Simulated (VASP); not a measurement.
# H28C6O3 in VASP: notebook

The runs below take H28C6O3 through single point, with PBE.

All numbers are computed with VASP 6.6.1; they aren't measurements. Logs are shortened: lines on timing, memory, paths and dates and some standing lists are left out, and cuts for length are marked.

### Step 1. The cell of the first run

The cell holds an amorphous packing of atoms, 37 atoms: a = 5.759 Å, b = 5.910 Å, c = 5.726 Å, α = 87.15°, β = 88.27°, γ = 93.45°.

### Step 2. Single point, PBE

Contents of INCAR:

```
SYSTEM = H28C6O3
PREC = Accurate
ENCUT = 520
EDIFF = 1E-7
ISMEAR = -1
SIGMA = 0.05
LREAL = Auto
LASPH = .TRUE.
NELM = 100
ALGO = Normal
ISIF = 2
LWAVE = .FALSE.
LCHARG = .FALSE.
GGA = PE
NBANDS = 59
```

Contents of KPOINTS:

```
Automatic mesh
0
G
  1 1 1
  0 0 0
```

Contents of POSCAR:

```
H28C6O3
1.0
    5.7553700000     -0.1766240000      0.0891120000
   -0.1766240000      5.9056310000      0.1458880000
    0.0891120000      0.1458880000      5.7231980000
C O H
6 3 28
Direct
    0.2146272599      0.2795497603      0.0136446756
    0.2363606427      0.5454096654      0.0470136985
    0.7617599266      0.4034196371      0.7882592854
    0.7345042696      0.4158151961      0.5262939371
    0.5632023354      0.9708084541      0.3717821067
    0.3619343112      0.9801909350      0.5516582188
    0.1672786334      0.6088947351      0.2737565660
    0.5020514295      0.4193927476      0.4722494004
    0.3479240471      0.7637519570      0.6437438556
    0.0027604397      0.6299605011      0.2500088821
    0.4294595476      0.6130733214      0.0278847526
    0.1686340527      0.6459389466     -0.1061927368
    0.1940280388      0.2936206868     -0.1744175130
    0.3660691201      0.2023226376      0.0782363992
    0.0698153635      0.2208734571      0.1380095231
    0.4786036762      0.4320159824      0.3036981634
    0.8390972705      0.5806378955      0.5043016619
    0.8342859185      0.2856864055      0.4414100115
    0.9133619324      0.5150259129      0.8161647371
    0.6225856240      0.4907390201      0.8749176974
    0.7731043484      0.2451324992      0.8628995948
    0.3385990512      0.6320491965      0.5439473470
    0.3764652660      1.1064801078      0.6815473197
    0.2150944511      1.0087914207      0.4458280039
    0.6182794498      1.1336216093      0.2827653512
    0.7244233825      0.9082269618      0.4633503451
    0.5147324190      0.8512540718      0.2174384690
    0.0233068712      0.2526495319      0.6125359534
    0.1366576575      0.2742391598      0.5400152083
    0.7355383856     -0.0866248674      0.9191176388
    0.6227654631     -0.0644365668      0.8693923652
   -0.2651534017      0.5733258874      0.1831296039
   -0.2894529266      0.6726741139      0.0967219111
    0.8875784405      0.8387548019      0.6250774217
    1.0181962320      0.8435509868      0.6541801509
    0.0341230760     -0.0300512150      1.1412750941
   -0.0551759665     -0.1279727736      1.1564664603
```

Potentials or basis: VASP PAW PBE potentials, release 64 (C, O, H).

Launch:

```sh
$ cat potpaw_PBE.64/C/POTCAR potpaw_PBE.64/O/POTCAR potpaw_PBE.64/H/POTCAR > POTCAR
$ mpirun -np 1 vasp_gam > vasp.out
```

OUTCAR:

```text
SYSTEM = H28C6O3
   PREC = Accurate
   ENCUT = 520
   EDIFF = 1E-7
   ISMEAR = -1
   LREAL = Auto
   LASPH = .TRUE.
   NELM = 100
   ISIF = 2
   GGA = PE

 ion  position               nearest neighbor table
   1  0.215  0.280  0.014-  14 1.08  13 1.09  15 1.11   2 1.59
   2  0.236  0.545  0.047-  12 1.13  11 1.16   7 1.42   1 1.59
   3  0.762  0.403  0.788-  21 1.02  19 1.08  20 1.10   4 1.51
   4  0.735  0.416  0.526-  18 1.11  17 1.11   8 1.38   3 1.51
   5  0.563  0.971  0.372-  25 1.09  26 1.15  27 1.19   6 1.53
   6  0.362  0.980  0.552-  24 1.07  23 1.08   9 1.36   5 1.53
   7  0.167  0.609  0.274-  10 0.98   2 1.42
   8  0.502  0.419  0.472-  16 0.98   4 1.38
   9  0.348  0.764  0.644-  22 0.99   6 1.36
  10  0.003  0.630  0.250-   7 0.98
  11  0.429  0.613  0.028-   2 1.16
  12  0.169  0.646  0.894-   2 1.13
  13  0.194  0.294  0.826-   1 1.09
  14  0.366  0.202  0.078-   1 1.08
  15  0.070  0.221  0.138-   1 1.11
[... 20 lines left out ...]
  36  0.034  0.970  0.141-  37 0.75
  37  0.945  0.872  0.156-  36 0.75

  LATTYP: Found a triclinic cell.
 ALAT       =     7.9970881431
 B/A-ratio  =     0.7201082362
 C/A-ratio  =     1.6437131995
 COS(alpha) =     0.0006920953
 COS(beta)  =     0.6402293242
 COS(gamma) =     0.6984570403

  Lattice vectors:

 A1 = (   5.6662580000,  -0.3225120000,  -5.6340860000)
 A2 = (   5.7553700000,  -0.1766240000,   0.0891120000)
 A3 = (  -0.0016000000,  -6.1974070000, -11.5922840000)

Analysis of symmetry for initial positions (statically):
=====================================================================
 Subroutine PRICEL returns:
 Original cell was already a primitive cell.

 Routine SETGRP: Setting up the symmetry group for a
 triclinic supercell.

 Subroutine GETGRP returns: Found  1 space group operations
 (whereof  1 operations were pure point group operations)
 out of a pool of  2 trial point group operations.

The static configuration has the point symmetry C_1 .

Analysis of symmetry for dynamics (positions and initial velocities):
=====================================================================
 Subroutine PRICEL returns:
 Original cell was already a primitive cell.

 Routine SETGRP: Setting up the symmetry group for a
 triclinic supercell.

 Subroutine GETGRP returns: Found  1 space group operations
 (whereof  1 operations were pure point group operations)
 out of a pool of  2 trial point group operations.

The dynamic configuration has the point symmetry C_1 .
[... 148 lines left out ...]
   NSW    =      0    number of steps for IOM
   IBRION =     -1    ionic relax: 0-MD 1-quasi-New 2-CG
   NFREE  =      0    steps in history (QN), initial steepest desc. (CG)
   ISIF   =      2    stress and relaxation
   ISYM   =      2    0-nonsym 1-usesym 2-fastsym
   POTIM  = 0.5000    time-step for ionic-motion
   TEBEG  =    0.0;   TEEND  =   0.0 temperature during run
   PSTRESS=    0.0 pullay stress
   NELECT =      70.0000    total number of electrons
   NUPDOWN=      -1.0000    fix difference up-down
   EMIN   =  10.00;   EMAX   =-10.00  energy-range for DOS
   EFERMI =   0.00;   METHOD = LEGACY
   ISMEAR =    -1;   SIGMA  =   0.05  broadening in eV -4-tet -1-fermi 0-gaus
   EFERMI_NEDOS =   21; number of points for ismear=-14 and -15
   IALGO  =     38    algorithm
   IMIX   =      4    mixing-type and parameters
     AMIX     =   0.40;   BMIX     =  1.00
     AMIX_MAG =   1.60;   BMIX_MAG =  1.00
  volume/ion in A,a.u.               =       5.25        35.41
  Fermi-wavevector in a.u.,A,eV,Ry     =   1.165138  2.201791 18.470538  1.357546
  Thomas-Fermi vector in A             =   2.301667
   LORBIT       =      0    0 simple, 1 ext, 2 COOP (PROOUT), +10 PAW based schemes
   GGA     = PE    functional components
   LHFCALC =     F    Hartree Fock is set to
   AEXX    =    0.0000 exact exchange contribution
   IVDW    =     0    specifies the selected vdW correction
   LEPSILON=     F    determine dielectric tensor
   LRPA    =     F    only Hartree local field effects (RPA)
 non-spin polarized calculation
  energy-cutoff  :      520.00
  volume of cell :      194.17
 maximum number of plane-waves:      2615
 NGX is ok and might be reduce to    42
   NGX = 21   NGY = 21   NGZ = 21

 number of electron      70.0000006 magnetization

 Free energy of the ion-electron system (eV)
  ---------------------------------------------------
  ext. energy  EPLUGINS =         0.00000000
  ---------------------------------------------------
  free energy    TOTEN  =      -166.85049862 eV

  energy without entropy =     -166.85049862  energy(sigma->0) =     -166.85049862

 E-fermi :   1.4097     XC(G=0):  -9.3462

 val. band max:        0.1873925497   @ k =   0.0000   0.0000   0.0000
 cond. band min:       5.4367324410   @ k =   0.0000   0.0000   0.0000
 fundamental gap:      5.2493398913
 Fermi energy:         1.4096843869

 k-point     1 :       0.0000    0.0000    0.0000
  band No.  band energies     occupation
      1     -20.9380      2.00000
      2     -20.1999      2.00000
      3     -19.7897      2.00000
      4     -13.7445      2.00000
      5     -12.9682      2.00000
      6     -12.4960      2.00000
[... 39 lines left out ...]
     46       9.3327      0.00000
     47       9.6325      0.00000
 [bands above 47 left out]

------------------------ aborting loop because EDIFF is reached ----------------------------------------

  FORCE on cell =-STRESS in cart. coord.  units (eV):
  Direction    XX          YY          ZZ          XY          YZ          ZX
  --------------------------------------------------------------------------------------
  -------------------------------------------------------------------------------------
  Total       18.4852138     20.7795544     17.8076991     -1.5884336     -4.3841338      0.7690441
  in kB      152.5262106    171.4573996    146.9358646    -13.1065709    -36.1746055      6.3455786
  external PRESSURE =     156.9731583 kB  Pullay stress =       0.0000000 kB

 VOLUME and BASIS-vectors are now :
 -----------------------------------------------------------------------------
  energy-cutoff  :      520.00
  volume of cell :      194.17
      direct lattice vectors                 reciprocal lattice vectors
     5.755370000 -0.176624000  0.089112000     0.173956611  0.005272877 -0.002842968
    -0.176624000  5.905631000  0.145888000     0.005272877  0.169596439 -0.004405223
     0.089112000  0.145888000  5.723198000    -0.002842968 -0.004405223  0.174884044

 POSITION                                       TOTAL-FORCE (eV/Angst)
 -----------------------------------------------------------------------------------
      1.18710      1.61500      0.13800        -0.303761      3.131325      1.453179
      1.26820      3.18610      0.36970         2.572144     -0.093592     -0.386563
      4.38320      2.36290      4.63810        -1.098875      2.629517     -1.196337
      4.20080      2.40270      3.13820         0.620245      0.269438      1.093257
      3.10310      5.68800      2.31960         1.272300     -0.429457     -1.432892
      1.95910      5.80520      3.33250         1.783187     -0.806298     -3.275063
[... 29 lines left out ...]
      0.03766      5.74274      0.95309        -0.479708     -0.507096     -0.163846
      5.29773      5.00582      1.10690        -0.065335      0.550699     -0.152477
 -----------------------------------------------------------------------------------
    total drift:                                0.022781      0.003560      0.002987

  FREE ENERGIE OF THE ION-ELECTRON SYSTEM (eV)
  ---------------------------------------------------
  free  energy   TOTEN  =      -166.8504986172 eV

  energy  without entropy=     -166.8504986172  energy(sigma->0) =     -166.85049862
```

stdout:

```text
POSCAR found type information on POSCAR C O H
 POSCAR found :  3 types and      37 ions
 scaLAPACK will be used
 LDA part: xc-table for (Slater+PW92), standard interpolation
 POSCAR, INCAR and KPOINTS ok, starting setup
 FFT: planning ... GRIDC
 FFT: planning ... GRID_SOFT
 FFT: planning ... GRID
 WAVECAR not read
 entering main loop
```

It took 33 s on 1 thread of Intel Xeon 6975P-C (Granite Rapids), shared host; peak memory 0.29 GiB.

Results:

* Free energy: -166.8505 eV
* Pressure: 15.7 GPa
* Largest force: 3.815 eV/Å
* Band gap on the k mesh: 5.25 eV

Forces on the atoms (eV/Å):
```
C   -0.304  3.131  1.453
C    2.572 -0.094 -0.387
C   -1.099  2.630 -1.196
C    0.620  0.269  1.093
C    1.272 -0.429 -1.433
C    1.783 -0.806 -3.275
O   -0.817 -0.315 -0.607
O   -0.598  0.188 -0.313
O   -0.753 -1.309  2.935
H    0.460  0.022  0.774
H   -1.763 -0.620 -0.059
H   -0.086 -0.379  1.335
H   -0.338 -1.329  0.161
H    0.601 -0.477 -0.225
H   -0.016  0.179 -1.088
H    0.205 -0.081  0.443
H   -0.726  0.041 -1.255
H   -0.909  0.570 -0.044
H    0.199 -0.367  0.337
H   -0.036 -0.595 -0.737
H    0.253 -2.902  1.492
H    0.386  0.774 -0.588
H    0.366 -0.270  0.236
H   -0.654  0.418 -0.261
H   -0.044 -0.146 -0.327
H   -1.643  0.586 -1.309
H    0.232  1.476  2.278
H    1.366 -0.128 -0.401
H   -0.645  0.016  0.277
H    0.409  0.012  0.194
H   -0.460 -0.044 -0.170
H   -0.022  0.834 -0.605
H    0.555 -0.540  0.720
H    1.185 -0.062  0.710
H   -1.007 -0.296  0.158
H   -0.480 -0.507 -0.164
H   -0.065  0.551 -0.152
```

Stress tensor (GPa, compression positive):
```
15.25 -1.31  0.63
-1.31 17.15 -3.62
 0.63 -3.62 14.69
```

Caveat: the k points lie up to 1.10 Å⁻¹ apart.

### Step 3. Single point, PBE

This run uses another cell than the first one, of 5.11 Å³/atom, 0.975 times its volume.

Contents of INCAR:

```
SYSTEM = H28C6O3
ALGO     = Normal         ! electronic algorithm
EDIFF    = 1E-6           ! SCF threshold, eV
ENCUT    = 520            ! plane-wave cutoff, eV
GGA      = PE             ! functional
ISIF     = 2              ! what is computed and relaxed
ISMEAR   = -1             ! smearing method
LASPH    = .TRUE.         ! aspherical terms in the spheres
LCHARG   = .TRUE.         ! write CHGCAR
LELF     = .TRUE.         ! ELF
LREAL    = Auto         
LVHAR    = .TRUE.       
LWAVE    = .FALSE.        ! write WAVECAR
NBANDS   = 59             ! bands
NELM     = 60             ! most SCF steps
PREC     = Accurate       ! precision mode
SIGMA    = 0.05           ! smearing width, eV
```

Contents of KPOINTS:

```
k-points
0
G
  1 1 1
  0 0 0
```

Contents of POSCAR:

```
H28C6O3
1.0
    5.5260110000     -0.2103930000      0.0187970000
   -0.2103930000      5.8435890000      0.0605750000
    0.0187970000      0.0605750000      5.8691350000
C O H
6 3 28
Direct
    0.2186574156      0.3215733089      0.0720056011
    0.2111034767      0.5718922553      0.0777779885
    0.7409585259      0.3834753396      0.8158516006
    0.7328713788      0.4106265044      0.5606022891
    0.5500149456      0.9747183047      0.3609761588
    0.3348313918      0.9505272438      0.5374434199
    0.1294421803      0.6198681470      0.2935046412
    0.4786733036      0.3805658804      0.5008488644
    0.3616043365      0.7355956430      0.6349222189
    0.0990933968      0.4937064423      0.4033185595
    0.3838381877      0.6607853558      0.0495060892
    0.0671763571      0.6495911153     -0.0397863903
    0.1083582372      0.2189222923     -0.0494277313
    0.4136935414      0.2854653527      0.0577140820
    0.1564451336      0.2288325355      0.2461687744
    0.4031520864      0.5444079484      0.4956513079
    0.7728192185      0.5883433649      0.5094335737
    0.8305588629      0.2835467893      0.4723544676
    0.9280611894      0.3928288366      0.8869551692
    0.6219378862      0.5252564048      0.8711321220
    0.6505061166      0.2329435268      0.8887445735
    0.2573256777      0.6842056402      0.7696734344
    0.3386122655      1.0571698997      0.6780891969
    0.1967881178      0.9778962305      0.4090662269
    0.5523816341      1.1339391577      0.2450324482
    0.7190688078      0.9679955340      0.4509944539
    0.5418595332      0.8099548233      0.2865927693
    0.0405300706      0.1525925165      0.7253700698
    0.1096317139      0.2401826359      0.6493955565
    0.5813641411     -0.0723657049      0.9655861811
    0.5886443969     -0.0834165397      0.8402580973
   -0.3270511216      0.5171364168      0.2122667210
   -0.2191998310      0.5329517549      0.1292757360
    0.9587995678      0.7837953772      0.7271427629
    0.8523958155      0.8421995490      0.7737530791
    0.0374390978     -0.0623217710      1.0426700695
   -0.0942975938     -0.0498387515      1.0961225963
```

Potentials or basis: VASP PAW PBE potentials, release 64 (C, O, H).

Launch:

```sh
$ cat potpaw_PBE.64/C/POTCAR potpaw_PBE.64/O/POTCAR potpaw_PBE.64/H/POTCAR > POTCAR
$ mpirun -np 1 vasp_gam > vasp.out
```

Run time: 33 s. Hardware: 1 thread of Intel Xeon 6975P-C (Granite Rapids), shared host; peak memory 0.27 GiB.

Results (log left out):

| Item | Value |
| --- | --- |
| Free energy | -166.3969 eV |
| Pressure | 16.2 GPa |
| Largest force | 3.468 eV/Å |
| Band gap on the k mesh | 5.22 eV |

Forces on the atoms (eV/Å):
```
C    1.194 -2.860  1.556
C   -1.993 -0.566  0.632
C    0.084  2.220 -0.896
C   -2.615 -0.743  1.613
C   -0.265  0.979  0.979
C    2.157  0.391 -2.404
O   -0.399  2.036  1.239
O   -0.483  0.768 -0.484
O   -0.861 -1.633  0.515
H    0.052 -0.245 -1.084
H    0.968  0.434 -0.222
H    1.051 -0.720  0.516
H    0.757  0.515  0.473
H   -1.181 -0.138 -0.182
H    0.484  1.389 -1.700
H    1.386 -1.701  0.719
H    1.104  0.327 -0.084
H    0.118  0.268 -0.345
H   -1.831  0.562 -0.678
H    1.317 -0.982 -0.318
H   -0.410 -1.125 -0.124
H    0.369  0.892 -1.082
H    0.189  1.524  0.376
H   -1.290 -0.587  1.013
H    0.035 -1.619  0.987
H    1.124  0.346  0.504
H   -0.148 -0.509 -1.152
H   -0.064  0.293 -0.817
H   -0.210 -0.304 -0.055
H    0.088  0.079  0.411
H    0.068 -0.056 -0.030
H    0.372  0.362 -0.511
H   -0.763  0.342  1.028
H   -0.305  0.334 -0.325
H    0.360 -0.144 -0.385
H   -1.997  0.211  0.823
H    1.539 -0.343 -0.503
```

Stress tensor (GPa, compression positive):
```
10.71  1.47  5.27
 1.47 20.25  8.99
 5.27  8.99 17.49
```

Levels at points of the mesh, in eV from the valence-band top:
| k point | band 32 | band 33 | band 34 | band 35 | band 36 | band 37 | band 38 | band 39 |
| --- | --- | --- | --- | --- | --- | --- | --- | --- |
| (0.00, 0.00, 0.00) | -1.29 | -0.91 | -0.40 | 0.00 | 5.22 | 5.85 | 6.51 | 6.61 |

Caveat: the k points lie up to 1.14 Å⁻¹ apart.

(Part 1 of 2 ends here.)
